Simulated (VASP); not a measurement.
Si, 8 atoms in the cell. It takes space group Cmce (No. 64, orthorhombic). Conventional cell: a = 8.836 Å, b = 5.184 Å, c = 5.379 Å, α = 90.00°, β = 90.00°, γ = 90.00°. Si (site symmetry m) has 11 Si at 2.52 to 2.87 Å within 3.3 Å. Within 3.5 Å of Si (site symmetry 2) lie 10 Si at 2.68 to 2.87 Å.  This cell differs from its parent crystal: strained.

| Property | Result |
| --- | --- |
| Program | VASP 6.6.1 |
| Task | single point |
| Functional | PBE |
| Potentials or basis | VASP PAW PBE potentials, release 64 (Si) |
| Cutoff | 520 eV |
| k mesh | 8 × 8 × 8 |
| Occupations | gaussian, width 0.1 eV |
| Spin | no spin polarisation |
| Dipole correction | no |
| Further INCAR settings | ALGO = Normal; EDIFF = 1e-06; NBANDS = 26 |

Potentials or basis: VASP PAW PBE potentials, release 64 (Si).

Run with:

```console
$ cat potpaw_PBE.64/Si/POTCAR > POTCAR
$ mpirun -np 1 vasp_std > vasp.out
```

Hardware: 1 thread of Intel(R) Xeon(R) Platinum 8488C (Sapphire Rapids), on a shared host.

Task: Estimate the wall time of this run.

Result: It took 3.4 min on 1 thread of Intel(R) Xeon(R) Platinum 8488C (Sapphire Rapids) (shared host), peak memory 0.37 GiB. Counts: scf iterations 13, k points 105.
